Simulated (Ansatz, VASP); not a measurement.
**One calculation of H, two programs**

File INCAR:

```
SYSTEM = H
  PREC = Accurate
  ENCUT = 520
  EDIFF = 1E-7
  ISMEAR = 0
  SIGMA = 0.05
  LREAL = .FALSE.
  LASPH = .TRUE.
  NELM = 100
  ALGO = Normal
  ISIF = 2
  LWAVE = .FALSE.
  LCHARG = .FALSE.
  GGA = CA
  NBANDS = 10
```

File KPOINTS:

```
Automatic mesh
0
G
  6 6 6
  0 0 0
```

File POSCAR:

```
H
1.0
    2.6103639730     -2.5540702927      0.0000000000
    2.6103639730      2.5540702927      0.0000000000
    0.0000000000      0.0000000000      4.1418180000
H
4
Direct
    0.9532956300      0.0467043700      0.0685088900
    0.4532956300      0.5467043700      0.4314911100
    0.5467043700      0.4532956300      0.5685088900
    0.0467043700      0.9532956300      0.9314911100
```

Input for Ansatz:

```yaml
crystal:
  lattice:
    - [2.610363973, -2.5540702927, 0.0]
    - [2.610363973, 2.5540702927, 0.0]
    - [0.0, 0.0, 4.141818]
  atoms:
    - { symbol: H, position: [0.95329563, 0.04670437, 0.06850889] }
    - { symbol: H, position: [0.45329563, 0.54670437, 0.43149111] }
    - { symbol: H, position: [0.54670437, 0.45329563, 0.56850889] }
    - { symbol: H, position: [0.04670437, 0.95329563, 0.93149111] }
basis:
  ecutwfc: 420
kpoints:
  mp_grid: { grid: [6, 6, 6] }
hamiltonian:
  xc: lda
scf:
  occupations: { method: gaussian, width: 0.05 }
output:
  forces: true
  stress: true
  eigenvalues: true
```

Change from the starting cell: strain -0.0050 x Voigt [1, 1, 0, 0, 0, 0], atoms carried along.

Alike in both runs: task single point; functional LDA; k mesh 6 × 6 × 6; occupations gaussian, width 0.05 eV; no spin polarisation.

|  | VASP | Ansatz |
| --- | --- | --- |
| version | VASP 6.6.1 | Ansatz 0.2.0 |
| potentials or method | VASP PAW LDA potentials, release 64 (H), cutoff 520 eV | scalar-relativistic, plane waves, PAW |
| valence electrons in the cell | 4 | 4 |

Ansatz gave:

| Item | Value |
| --- | --- |
| gap on the k mesh at the Fermi level (eV) | 8.69 |
| least direct gap on the mesh (eV) | 9.37 |
| pressure (GPa) | 0.8 |
| traceless stress, the component that is largest in VASP (GPa) | -1.36 |
| rms of the force components (eV/Å) | 0.562 |

**Question.** What did VASP give for the same quantities?

**Answer.** gap on the k mesh at the Fermi level (eV): 8.69; least direct gap on the mesh (eV): 9.36; pressure (GPa): 0.7; traceless stress, the component that is largest in VASP (GPa): -1.36; rms of the force components (eV/Å): 0.567.

LDA's correlation is that of Perdew and Zunger in VASP and of Perdew and Wang (1992) in Ansatz. Atom by atom the forces differ by 0.005 eV/Å (rms over components).
